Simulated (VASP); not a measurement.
Here is a VASP 6.6.1 calculation.

File INCAR:

```
SYSTEM = MgI2
ALGO = Normal
EDIFF = 1E-6
ENCUT = 520
GGA = PE
ISIF = 2
ISMEAR = -1
LASPH = .True.
LCHARG = .False.
LREAL = .False.
LWAVE = .False.
NBANDS = 15
NELM = 80
PREC = Accurate
SIGMA = 0.02
```

File KPOINTS:

```
k-points
0
Gamma
  6 6 6
  0 0 0
```

The input POSCAR:

```
MgI2
1.0
   -0.0661006824      3.6896199061      3.6896199061
    3.6896199061     -0.0661006824      3.6896199061
    3.6896199061      3.6896199061     -0.0661006824
Mg I
1 2
Direct
    0.0000000000      0.0000000000      0.0000000000
    0.2493739612      0.2493739612      0.2493739612
    0.7506260388      0.7506260388      0.7506260388
```

Potentials or basis: VASP PAW PBE potentials, release 64 (Mg, I).

The run is started by

```bash
$ cat potpaw_PBE.64/Mg/POTCAR potpaw_PBE.64/I/POTCAR > POTCAR
$ mpirun -np 1 vasp_std > vasp.out
```

Question: Estimate the largest force.

Answer: 0.004 eV/Å.

Question: What does it give for the pressure?

Answer: 1.0 GPa.

Question: What does it give for the band gap on the k mesh?

Answer: 0.65 eV (least direct gap 1.01 eV).

Stress tensor (GPa, compression positive):
```
 1.02 -0.29 -0.29
-0.29  1.02 -0.29
-0.29 -0.29  1.02
```

Caveat: the cell differs from its parent crystal (strain along [111] -2.6%); the structure was generated, so it needn't be the stable form of MgI2; semilocal functionals underestimate gaps, and a narrow one can read as zero; spin-orbit coupling is left out, which moves the levels of the heavy elements. A k mesh can miss the band edges.
